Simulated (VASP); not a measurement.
# C (P6_3/mmc) in VASP: a series of runs

Runs on C. Level: PBEsol. Tasks: single point, relaxation of cell and atoms.

Program: VASP 6.6.1. These are calculated values, not measurements. Logs are shortened: lines on timing, memory, paths and dates and some standing lists are left out, and cuts for length are marked.

**1. The cell of the first run**

It takes space group P6_3/mmc (No. 194, hexagonal). The conventional cell has a = 2.498 Å, b = 2.498 Å, c = 4.161 Å, α = 90.00°, β = 90.00°, γ = 120.00°. Within 2.0 Å of C (site symmetry 3m) lie 4 C at 1.53 to 1.56 Å.

**2. Single point, PBEsol**

INCAR reads:

```
SYSTEM = C
PREC     = Accurate       ! precision mode
ENCUT    = 600            ! plane-wave cutoff, eV
EDIFF    = 1E-6           ! SCF threshold, eV
ISMEAR   = 0              ! smearing method
SIGMA    = 0.1            ! smearing width, eV
LREAL    = .FALSE.        ! projectors in reciprocal space
LASPH    = .TRUE.         ! aspherical terms in the spheres
NELM     = 120            ! most SCF steps
ALGO     = Normal         ! electronic algorithm
ISIF     = 2              ! what is computed and relaxed
LWAVE    = .FALSE.        ! write WAVECAR
LCHARG   = .FALSE.        ! write CHGCAR
GGA      = PS             ! functional
NBANDS   = 16             ! bands
GGA_COMPAT= .FALSE.
```

KPOINTS reads:

```
Automatic mesh
0
G
  9 9 6
  0 0 0
```

POSCAR reads:

```
C
1.0
    2.4983272128      0.0000000000      0.0000000000
   -1.2491636064      2.1636148332      0.0000000000
    0.0000000000      0.0000000000      4.1607631057
C
4
Direct
    0.3333333333      0.6666666667     -0.0001397423
    0.6666666667      0.3333333333      0.4998602577
    0.3333333333      0.6666666667      0.3741397423
    0.6666666667      0.3333333333      0.8741397423
```

Potentials or basis: VASP PAW PBE potentials, release 64 (C).

On the command line:

```sh
$ cat potpaw_PBE.64/C/POTCAR > POTCAR
$ mpirun -np 1 vasp_std > vasp.out
```

OUTCAR:

```text
SYSTEM = C
   PREC = Accurate
   ENCUT = 600
   EDIFF = 1E-6
   ISMEAR = 0
   LREAL = .FALSE.
   LASPH = .TRUE.
   NELM = 120
   ISIF = 2
   GGA = PS

 ion  position               nearest neighbor table
   1  0.333  0.667  1.000-   4 1.53   4 1.53   4 1.53   3 1.56
   2  0.667  0.333  0.500-   3 1.53   3 1.53   3 1.53   4 1.56
   3  0.333  0.667  0.374-   2 1.53   2 1.53   2 1.53   1 1.56
   4  0.667  0.333  0.874-   1 1.53   1 1.53   1 1.53   2 1.56

  LATTYP: Found a hexagonal cell.
 ALAT       =     2.4983272128
 C/A-ratio  =     1.6654195993

  Lattice vectors:

 A1 = (   2.4983272128,   0.0000000000,   0.0000000000)
 A2 = (  -1.2491636064,   2.1636148332,   0.0000000000)
 A3 = (   0.0000000000,   0.0000000000,   4.1607631057)

Analysis of symmetry for initial positions (statically):
=====================================================================
 Subroutine PRICEL returns:
 Original cell was already a primitive cell.

 Routine SETGRP: Setting up the symmetry group for a
 hexagonal supercell.

 Subroutine GETGRP returns: Found 24 space group operations
 (whereof  6 operations were pure point group operations)
 out of a pool of 24 trial point group operations.

The static configuration has the point symmetry C_3v.
 The point group associated with its full space group is D_6h.

Analysis of symmetry for dynamics (positions and initial velocities):
=====================================================================
 Subroutine PRICEL returns:
 Original cell was already a primitive cell.

 Routine SETGRP: Setting up the symmetry group for a
 hexagonal supercell.

 Subroutine GETGRP returns: Found 24 space group operations
 (whereof  6 operations were pure point group operations)
 out of a pool of 24 trial point group operations.

The dynamic configuration has the point symmetry C_3v.
 The point group associated with its full space group is D_6h.

 Subroutine INISYM returns: Found 24 space group operations
 (whereof  6 operations are pure point group operations),
 and found     1 'primitive' translations

----------------------------------------------------------------------------------------

                                     Primitive cell

  volume of cell :      22.4907

  direct lattice vectors                    reciprocal lattice vectors
     2.498327213  0.000000000  0.000000000     0.400267825  0.231094737  0.000000000
    -1.249163606  2.163614833  0.000000000     0.000000000  0.462189473  0.000000000
     0.000000000  0.000000000  4.160763106     0.000000000  0.000000000  0.240340528

  length of vectors
     2.498327213  2.498327213  4.160763106     0.462189473  0.462189473  0.240340528

  position of ions in fractional coordinates (direct lattice)
     0.333333333  0.666666667  0.999860258
     0.666666667  0.333333333  0.499860258
     0.333333333  0.666666667  0.374139742
     0.666666667  0.333333333  0.874139742

  ion indices of the primitive-cell ions
   primitive index   ion index
                 1           1
                 2           2
                 3           3
                 4           4

----------------------------------------------------------------------------------------

 KPOINTS: Automatic mesh

Automatic generation of k-mesh.
 Grid dimensions read from file:
 generate k-points for:    9    9    6

 Generating k-lattice:

  Cartesian coordinates                     Fractional coordinates (reciprocal lattice)
     0.044474203  0.025677193  0.000000000     0.111111111  0.000000000  0.000000000
     0.000000000  0.051354386  0.000000000     0.000000000  0.111111111  0.000000000
     0.000000000  0.000000000  0.040056755     0.000000000  0.000000000  0.166666667

  Length of vectors
     0.051354386  0.051354386  0.040056755

  Shift w.r.t. Gamma in fractional coordinates (k-lattice)
     0.000000000  0.000000000  0.000000000

 Subroutine IBZKPT returns following result:
 ===========================================

 Found     48 irreducible k-points:

 Following reciprocal coordinates:
            Coordinates               Weight
  0.000000  0.000000  0.000000      1.000000
  0.111111 -0.000000  0.000000      6.000000
  0.222222  0.000000  0.000000      6.000000
  0.333333  0.000000  0.000000      6.000000
  0.444444  0.000000  0.000000      6.000000
  0.111111  0.111111  0.000000      6.000000
[... 16 lines left out ...]
  0.333333  0.222222  0.166667     24.000000
  0.333333  0.333333  0.166667      4.000000
 [... further k-points ...]
   k-points           NKPTS =     48   k-points in BZ     NKDIM =     48   number of bands    NBANDS=     16
   number of dos      NEDOS =    301   number of ions     NIONS =      4
   total plane-waves  NPLWV =  14400
   dimension x,y,z NGX =    20 NGY =   20 NGZ =   36
   dimension x,y,z NGXF=    40 NGYF=   40 NGZF=   72
   ions per type =               4
   NGX,Y,Z   is equivalent  to a cutoff of  13.31, 13.31, 14.38 a.u.
[... 38 lines left out ...]
   AEXX    =    0.0000 exact exchange contribution
   IVDW    =     0    specifies the selected vdW correction
   LEPSILON=     F    determine dielectric tensor
   LRPA    =     F    only Hartree local field effects (RPA)
 non-spin polarized calculation
 Gauss-broadening in eV      SIGMA  =   0.10
  energy-cutoff  :      600.00
  volume of cell :       22.49
 maximum number of plane-waves:       768
 NGX is ok and might be reduce to    20
   NGX =  9   NGY =  9   NGZ = 17

 number of electron      16.0000002 magnetization

 Free energy of the ion-electron system (eV)
  ---------------------------------------------------
  ext. energy  EPLUGINS =         0.00000000
  ---------------------------------------------------
  free energy    TOTEN  =       -38.41271736 eV

  energy without entropy =      -38.41271736  energy(sigma->0) =      -38.41271736

 E-fermi :  10.5581     XC(G=0): -13.4696

 val. band max:       10.1389215176   @ k =   0.0000   0.0000   0.0000
 cond. band min:      13.1704231091   @ k =   0.3333   0.3333   0.0000
 fundamental gap:      3.0315015915
 Fermi energy:        10.5580523251

 k-point     1 :       0.0000    0.0000    0.0000
  band No.  band energies     occupation
      1     -11.8263      2.00000
      2      -6.1561      2.00000
      3      -3.7639      2.00000
      4       7.0130      2.00000
      5       7.0130      2.00000
      6       9.6193      2.00000
[... 8 lines left out ...]
     15      24.5096      0.00000
     16      27.5989      0.00000

 k-point     2 :       0.1111   -0.0000    0.0000
  band No.  band energies     occupation
      1     -11.5168      2.00000
      2      -5.8781      2.00000
      3      -3.4733      2.00000
      4       5.5523      2.00000
      5       6.4050      2.00000
      6       8.9022      2.00000
[... 8 lines left out ...]
     15      24.8623      0.00000
     16      26.5140      0.00000

 k-point     3 :       0.2222    0.0000    0.0000
  band No.  band energies     occupation
      1     -10.5948      2.00000
      2      -5.0491      2.00000
      3      -2.6417      2.00000
      4       2.5164      2.00000
      5       5.2235      2.00000
      6       6.2983      2.00000
[... 8 lines left out ...]
     15      24.5571      0.00000
     16      25.7632      0.00000

 k-point     4 :       0.3333    0.0000    0.0000
  band No.  band energies     occupation
      1      -9.0875      2.00000
      2      -3.6889      2.00000
      3      -1.7829      2.00000
      4      -0.3074      2.00000
      5       3.4230      2.00000
      6       4.2064      2.00000
[... 8 lines left out ...]
     15      25.1229      0.00000
     16      26.4227      0.00000
[... 324 lines left out ...]
 k-point    22 :       0.2222    0.2222    0.1667
  band No.  band energies     occupation
      1      -8.0208      2.00000
      2      -3.9425      2.00000
      3      -1.1787      2.00000
      4       1.2193      2.00000
      5       1.4115      2.00000
      6       2.6087      2.00000
[... 8 lines left out ...]
     15      23.7874      0.00000
     16      26.3754      0.00000

 k-point    23 :       0.3333    0.2222    0.1667
  band No.  band energies     occupation
      1      -6.1147      2.00000
      2      -3.4041      2.00000
      3      -2.0086      2.00000
      4       0.2144      2.00000
      5       0.5939      2.00000
      6       2.5015      2.00000
[... 8 lines left out ...]
     15      25.3083      0.00000
     16      26.6576      0.00000

 k-point    24 :       0.3333    0.3333    0.1667
  band No.  band energies     occupation
      1      -4.4201      2.00000
      2      -4.4201      2.00000
      3      -1.0160      2.00000
      4      -0.4553      2.00000
      5      -0.4553      2.00000
      6       2.5203      2.00000
[... 8 lines left out ...]
     15      25.7538      0.00000
     16      25.7538      0.00000

 [... further k-points ...]

------------------------ aborting loop because EDIFF is reached ----------------------------------------

  FORCE on cell =-STRESS in cart. coord.  units (eV):
  Direction    XX          YY          ZZ          XY          YZ          ZX
  --------------------------------------------------------------------------------------
  -------------------------------------------------------------------------------------
  Total        0.1013721      0.1013721      0.0541979     -0.0000000     -0.0000000      0.0000000
  in kB        7.2214859      7.2214859      3.8609180     -0.0000000     -0.0000000      0.0000000
  external PRESSURE =       6.1012966 kB  Pullay stress =       0.0000000 kB

 VOLUME and BASIS-vectors are now :
 -----------------------------------------------------------------------------
  energy-cutoff  :      600.00
  volume of cell :       22.49
      direct lattice vectors                 reciprocal lattice vectors
     2.498327213  0.000000000  0.000000000     0.400267825  0.231094737  0.000000000
    -1.249163606  2.163614833  0.000000000     0.000000000  0.462189473  0.000000000
     0.000000000  0.000000000  4.160763106     0.000000000  0.000000000  0.240340528

 POSITION                                       TOTAL-FORCE (eV/Angst)
 -----------------------------------------------------------------------------------
     -0.00000      1.44241      4.16018         0.000000     -0.000000     -0.012448
      1.24916      0.72120      2.07980        -0.000000      0.000000     -0.012448
     -0.00000      1.44241      1.55671         0.000000     -0.000000      0.012448
      1.24916      0.72120      3.63709        -0.000000      0.000000      0.012448
 -----------------------------------------------------------------------------------
    total drift:                               -0.000000      0.000000     -0.000006

  FREE ENERGIE OF THE ION-ELECTRON SYSTEM (eV)
  ---------------------------------------------------
  free  energy   TOTEN  =       -38.4127173554 eV

  energy  without entropy=      -38.4127173554  energy(sigma->0) =      -38.41271736
```

Run time: 16 s. Hardware: 1 thread of AMD EPYC 7R43 (Zen 3), shared host; peak memory 0.1 GiB.

Results:

- Free energy: -38.4127 eV
- Pressure: 0.6 GPa
- Largest force: 0.012 eV/Å
- Band gap on the k mesh: 3.03 eV (least direct gap 4.92 eV)

Forces on the atoms (eV/Å):
```
C    0.000  0.000 -0.012
C    0.000  0.000 -0.012
C    0.000  0.000  0.012
C    0.000  0.000  0.012
```

Caveat: the PAW data sets were made with another functional, which shifts forces and pressure a little; an odd mesh through Γ misses points on the zone boundary, where band edges can lie.

**3. Single point, PBEsol**

INCAR reads:

```
ALGO = Normal ; EDIFF = 1E-6
ENCUT = 600 ; GGA = PS
GGA_COMPAT = False ; ISIF = 2
ISMEAR = 0 ; LASPH = True
LCHARG = True ; LELF = True
LREAL = False ; LVHAR = True
LWAVE = False ; NBANDS = 16
NELM = 120 ; PREC = Accurate
SIGMA = 0.02
```

KPOINTS reads:

```
k-points
0
Gamma
  9 9 6
```

POSCAR reads:

```
C
1.0
    2.4987631795      0.0000000000      0.0000000000
   -1.2493815898      2.1639923915      0.0000000000
    0.0000000000      0.0000000000      4.1605577564
C
4
Direct
    0.3333333333      0.6666666667     -0.0002023272
    0.6666666667      0.3333333333      0.4997976728
    0.3333333333      0.6666666667      0.3742023272
    0.6666666667      0.3333333333      0.8742023272
```

Potentials or basis: VASP PAW PBE potentials, release 64 (C).

On the command line:

```sh
$ cat potpaw_PBE.64/C/POTCAR > POTCAR
$ mpirun -np 1 vasp_std > vasp.out
```

It took 17 s on 1 thread of AMD EPYC 7R43 (Zen 3), shared host; peak memory 0.1 GiB.

It converged, with:

- Free energy: -38.4128 eV
- Pressure: 0.5 GPa
- Largest force: 0.006 eV/Å
- Band gap on the k mesh: 3.04 eV (least direct gap 4.92 eV)

Forces in eV/Å, atoms in the order of the input:
```
C    0.000  0.000  0.006
C    0.000  0.000  0.006
C    0.000  0.000 -0.006
C    0.000  0.000 -0.006
```

Levels at points of the mesh, in eV from the valence-band top:
| k point | band 6 | band 7 | band 8 | band 9 | band 10 | band 11 |
| --- | --- | --- | --- | --- | --- | --- |
| (0.00, 0.00, 0.00) | -0.51 | 0.00 | 0.00 | 4.92 | 4.92 | 5.30 |
| (0.00, 0.00, 0.50) | -1.88 | -1.88 | -1.88 | 7.22 | 7.22 | 7.22 |

Caveat: the PAW data sets were made with another functional, which shifts forces and pressure a little; an odd mesh through Γ misses points on the zone boundary, where band edges can lie.

**4. Single point, PBEsol**

INCAR reads:

```
SYSTEM = C
PREC     = Accurate       ! precision mode
ENCUT    = 600            ! plane-wave cutoff, eV
EDIFF    = 1E-6           ! SCF threshold, eV
ISMEAR   = 0              ! smearing method
SIGMA    = 0.01           ! smearing width, eV
LREAL    = .FALSE.        ! projectors in reciprocal space
LASPH    = .TRUE.         ! aspherical terms in the spheres
NELM     = 120            ! most SCF steps
ALGO     = Normal         ! electronic algorithm
ISIF     = 2              ! what is computed and relaxed
LWAVE    = .FALSE.        ! write WAVECAR
LCHARG   = .FALSE.        ! write CHGCAR
GGA      = PS             ! functional
NBANDS   = 16             ! bands
GGA_COMPAT= .FALSE.
```

KPOINTS reads:

```
Automatic mesh
0
G
  9 9 6
  0 0 0
```

POSCAR is that of step 3.

On the command line:

```sh
$ cat potpaw_PBE.64/C/POTCAR > POTCAR
$ mpirun -np 1 vasp_std > vasp.out
```

Run time: 16 s. Hardware: 1 thread of AMD EPYC 7R43 (Zen 3), shared host; peak memory 0.1 GiB.

Results (log left out):

```yaml
Free_energy: -38.4128 eV
Pressure: 0.5 GPa
Largest_force: 0.006 eV/Å
Band_gap_on_the_k_mesh: 3.04 eV (least direct gap 4.92 eV)
```

Forces in eV/Å, atoms in the order of the input:
```
C    0.000  0.000  0.006
C    0.000  0.000  0.006
C    0.000  0.000 -0.006
C    0.000  0.000 -0.006
```

Levels at points of the mesh, in eV from the valence-band top:
```tsv
k point	band 5	band 6	band 7	band 8	band 9	band 10	band 11	band 12
(0.00, 0.00, 0.00)	-3.12	-0.51	0.00	0.00	4.92	4.92	5.30	8.22
(0.00, 0.00, 0.50)	-1.88	-1.88	-1.88	-1.88	7.22	7.22	7.22	7.22
```

Caveat: the PAW data sets were made with another functional, which shifts forces and pressure a little; an odd mesh through Γ misses points on the zone boundary, where band edges can lie.

**5. Relaxation of cell and atoms, PBEsol**

INCAR reads:

```
PREC     = Accurate       # precision mode
ENCUT    = 600            # plane-wave cutoff, eV
EDIFF    = 1E-7           # SCF threshold, eV
ISMEAR   = 0              # smearing method
SIGMA    = 0.02           # smearing width, eV
LREAL    = F              # projectors in reciprocal space
LASPH    = T              # aspherical terms in the spheres
NELM     = 120            # most SCF steps
ALGO     = Normal         # electronic algorithm
ISIF     = 3              # what is computed and relaxed
LWAVE    = F              # write WAVECAR
LCHARG   = F              # write CHGCAR
GGA      = PS             # functional
IBRION   = 2              # ionic algorithm
NSW      = 100            # ionic steps
EDIFFG   = -0.002         # ionic threshold
GGA_COMPAT= F            
NELMIN   = 4
```

KPOINTS reads:

```
regular mesh
0
Gamma
  9 9 6
```

POSCAR reads:

```
C
1.0
    2.4983272128      0.0000000000      0.0000000000
   -1.2491636064      2.1636148332      0.0000000000
    0.0000000000      0.0000000000      4.1607631057
C
4
Direct
    0.3333333333      0.6666666667     -0.0001397423
    0.6666666667      0.3333333333      0.4998602577
    0.3333333333      0.6666666667      0.3741397423
    0.6666666667      0.3333333333      0.8741397423
```

On the command line:

```sh
$ cat potpaw_PBE.64/C/POTCAR > POTCAR
$ mpirun -np 1 vasp_std > vasp.out
```

Wall time 37 s (1 thread of AMD EPYC 7R43 (Zen 3), shared host); peak memory 0.1 GiB.

It converged, with:

```
Free energy                           : -38.4128 eV
Relaxed volume                        : 5.63 Å³/atom
Relaxed cell                          : a = 2.500 Å, b = 2.500 Å, c = 4.162 Å, α = 90.00°, β = 90.00°, γ = 120.00°
Space group after relaxing (to 0.1 Å) : P6_3/mmc (No. 194)
Energy gained by relaxing             : 0.0 meV/atom
Ionic steps                           : 6
Pressure after relaxing               : 0.0 GPa
Band gap on the k mesh                : 3.05 eV (least direct gap 4.92 eV)
```

Final structure:
```cif
data_structure
_symmetry_space_group_name_H-M 'P 1'
_symmetry_Int_Tables_number 1
_cell_length_a 2.4997
_cell_length_b 2.4997
_cell_length_c 4.1619
_cell_angle_alpha 90.000
_cell_angle_beta 90.000
_cell_angle_gamma 120.000
_cell_volume 22.52
loop_
_atom_site_label
_atom_site_type_symbol
_atom_site_fract_x
_atom_site_fract_y
_atom_site_fract_z
_atom_site_occupancy
C1 C 0.33333 0.66667 0.99981 1
C2 C 0.66667 0.33333 0.49981 1
C3 C 0.33333 0.66667 0.37419 1
C4 C 0.66667 0.33333 0.87419 1
```

Levels at points of the mesh, in eV from the valence-band top:
```tsv
k point	band 4	band 5	band 6	band 7	band 8	band 9	band 10	band 11	band 12
(0.00, 0.00, 0.00)	-3.12	-3.12	-0.51	0.00	0.00	4.92	4.92	5.30	8.20
(0.00, 0.00, 0.50)	-7.13	-1.87	-1.87	-1.87	-1.87	7.22	7.22	7.22	7.22
```

Caveat: the PAW data sets were made with another functional, which shifts forces and pressure a little; an odd mesh through Γ misses points on the zone boundary, where band edges can lie.

**6. Overview**

| task | cell | smearing | gap on the mesh (eV) | pressure (GPa) | largest force (eV/Å) |
| --- | --- | --- | --- | --- | --- |
| single point | a = 2.498, b = 2.498, c = 4.161 Å, angles 90.0, 90.0, 120.0°, 4 atoms | gaussian 0.1 eV | 3.03 | 0.6 | 0.01 |
| single point | a = 2.499, b = 2.499, c = 4.161 Å, angles 90.0, 90.0, 120.0°, 4 atoms | gaussian 0.02 eV | 3.04 | 0.5 | 0.01 |
| single point | a = 2.499, b = 2.499, c = 4.161 Å, angles 90.0, 90.0, 120.0°, 4 atoms | gaussian 0.01 eV | 3.04 | 0.5 | 0.01 |
| relaxation of cell and atoms | relaxed from a = 2.498, b = 2.498, c = 4.161 Å, angles 90.0, 90.0, 120.0°, 4 atoms | gaussian 0.02 eV | 3.05 | 0.0 | - |

Alike in all rows: level PBEsol; potentials or basis VASP PAW PBE potentials, release 64 (C); no spin polarisation; k mesh 9 × 9 × 6; cutoff (eV) 600.

Caveats: the PAW data sets were made with another functional, which shifts forces and pressure a little; an odd mesh through Γ misses points on the zone boundary, where band edges can lie.

Total energies depend on the potentials used, so only differences within one code and one set of settings carry meaning.
